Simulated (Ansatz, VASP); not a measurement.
# Two plane-wave programs on GaN

Contents of INCAR:

```
PREC = Accurate ; ENCUT = 520
EDIFF = 1E-7 ; ISMEAR = 0
SIGMA = 0.05 ; LREAL = F
LASPH = T ; NELM = 60
ALGO = Normal ; ISIF = 2
LWAVE = F ; LCHARG = T
GGA = PE ; LELF = T
LVHAR = T ; NBANDS = 16
```

KPOINTS

```
regular mesh
0
Gamma
  14 14 14
```

The input POSCAR:

```
GaN
1.0
    0.0000000000      2.0711779500      2.0711779500
    2.1352350000     -0.0640570500      2.1352350000
    2.1352350000      2.1352350000     -0.0640570500
Ga N
1 1
Direct
    0.0000000000      0.0000000000      0.0000000000
    0.5000000000      0.5000000000      0.5000000000
```

Input for Ansatz:

```yaml
crystal:
  lattice:
    - [0.0, 2.07117795, 2.07117795]
    - [2.135235, -0.06405705, 2.135235]
    - [2.135235, 2.135235, -0.06405705]
  atoms:
    - { symbol: Ga, position: [0.0, 0.0, 0.0] }
    - { symbol: "N", position: [0.5, 0.5, 0.5] }
basis:
  ecutwfc: 420
kpoints:
  mp_grid: { grid: [14, 14, 14] }
hamiltonian:
  xc: pbe
scf:
  occupations: { method: gaussian, width: 0.05 }
output:
  forces: true
  stress: true
  eigenvalues: true
```

Change from the starting cell: strain -0.0600 x Voigt [0, 0, 0, 1, 0, 0], atoms carried along.

Alike in both runs: task single point; functional PBE; k mesh 14 × 14 × 14; occupations gaussian, width 0.05 eV; no spin polarisation.

|  | VASP | Ansatz |
| --- | --- | --- |
| version | VASP 6.6.1 | Ansatz 0.2.0 |
| potentials or method | VASP PAW PBE potentials, release 64 (Ga_d, N), cutoff 520 eV | scalar-relativistic, plane waves, PAW |
| valence electrons in the cell | 18 | 18 |

```tsv
	VASP	Ansatz	Ansatz less VASP
gap on the k mesh at the Fermi level (eV)	none	none	-
pressure (GPa)	0.8	0.0	-0.76
traceless stress, the component that is largest in VASP (GPa)	12.24	12.27	+0.029
```

A gap of «none» marks a metal or a gap that the smearing closes. With one functional, cell and mesh, what is left measures potentials, basis and numerics.
